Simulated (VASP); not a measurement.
Wanted: the native input for a VASP 6.6.1 run.

* Task: single point
* Functional: r2SCAN0
* Potentials or basis: VASP PAW PBE potentials, release 64 (In_d, P)
* Cutoff: 520 eV
* k mesh: 4 × 4 × 4
* Occupations: fermi-dirac, width 0.05 eV
* Spin: no spin polarisation
* Dipole correction: no
* Grid for exact exchange (PRECFOCK): Normal
* Further INCAR settings: ALGO = Normal; EDIFF = 1e-07; NBANDS = 16
* Share of exact exchange: 0.25

Crystal: InP.

```
In P
1.0
     0.00000    2.94991    2.94991
     2.94991    0.00000    2.94991
     2.94991    2.94991    0.00000
In P
1 1
Direct
  0.00000 0.00000 0.00000
  0.75000 0.75000 0.75000
```

One way to write it, as run:

POSCAR

```
InP
1.0
    0.0000000000      2.9499078504      2.9499078504
    2.9499078504      0.0000000000      2.9499078504
    2.9499078504      2.9499078504      0.0000000000
In P
1 1
Direct
    0.0000000000      0.0000000000      0.0000000000
    0.7500000000      0.7500000000      0.7500000000
```

INCAR.step1

```
SYSTEM = InP
PREC = Accurate
ENCUT = 520
EDIFF = 1E-5
ISMEAR = -1
SIGMA = 0.05
LREAL = .False.
LASPH = .True.
NELM = 60
ALGO = Normal
ISIF = 2
LWAVE = .True.
LCHARG = .False.
NBANDS = 16
GGA = PE
```

INCAR.step2

```
SYSTEM = InP
PREC = Accurate
ENCUT = 520
EDIFF = 1E-7
ISMEAR = -1
SIGMA = 0.05
LREAL = .False.
LASPH = .True.
NELM = 60
ALGO = Normal
ISIF = 2
LWAVE = .False.
LCHARG = .False.
METAGGA = R2SCAN
LHFCALC = .True.
AEXX = 0.25
LMIXTAU = .True.
PRECFOCK = Normal
NBANDS = 16
ISTART = 1
```

KPOINTS

```
regular mesh
0
Gamma
  4 4 4
  0 0 0
```

Potentials or basis: VASP PAW PBE potentials, release 64 (In_d, P).

Launch:

```sh
$ cat potpaw_PBE.64/In_d/POTCAR potpaw_PBE.64/P/POTCAR > POTCAR
$ cp INCAR.step1 INCAR
$ mpirun -np 1 vasp_std > vasp.out
$ cp INCAR.step2 INCAR
$ mpirun -np 1 vasp_std > vasp.out
```

It gave:

```json
{"Pressure": "-1.0 GPa", "Band gap on the k mesh": "2.38 eV"}
```

Caveat: the k points lie up to 0.46 Å⁻¹ apart; the PAW data sets were made with another functional, which shifts forces and pressure a little; spin-orbit coupling is left out, which moves the levels of the heavy elements.

Wall time 9.6 min on 1 thread of AMD EPYC 7R13 Processor (Zen 3), on a shared host, peak memory 0.16 GiB.
